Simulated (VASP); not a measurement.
Input of a VASP 6.6.1 run:

Contents of POSCAR:

```
Zn
1.0
   -1.5600287635      1.5600287635      1.5600287635
    1.5600287635     -1.5600287635      1.5600287635
    1.5600287635      1.5600287635     -1.5600287635
Zn
1
Direct
    0.0000000000      0.0000000000      0.0000000000
```

INCAR.step1

```
SYSTEM = Zn
PREC = Accurate
ENCUT = 520
ISMEAR = 0
SIGMA = 0.05
LREAL = .False.
LASPH = .True.
NELM = 100
NBANDS = 12
GGA = PE
ALGO = Normal
EDIFF = 1E-4
LWAVE = .True.
LCHARG = .False.
```

File INCAR.step2:

```
SYSTEM = Zn
PREC = Accurate
ENCUT = 520
EDIFF = 1E-6
ISMEAR = 0
SIGMA = 0.05
LREAL = .False.
LASPH = .True.
NELM = 100
ALGO = Normal
ISIF = 2
LWAVE = .False.
LCHARG = .False.
METAGGA = R2SCAN
LMIXTAU = .True.
NBANDS = 12
ISTART = 1
```

File KPOINTS:

```
Automatic mesh
0
Gamma
  18 18 18
  0 0 0
```

Potentials or basis: VASP PAW PBE potentials, release 64 (Zn).

Launch:

```bash
$ cat potpaw_PBE.64/Zn/POTCAR > POTCAR
$ cp INCAR.step1 INCAR
$ mpirun -np 1 vasp_std > vasp.out
$ cp INCAR.step2 INCAR
$ mpirun -np 1 vasp_std > vasp.out
```

Task: What does it give for the pressure?

Result: -3.2 GPa.

Task: What does it give for the band gap on the k mesh?

Result: Zero (band 6 reaches 7.58 eV, above the bottom of band 7 at 2.18 eV).

Caveat: the PAW data sets were made with another functional, which shifts forces and pressure a little.
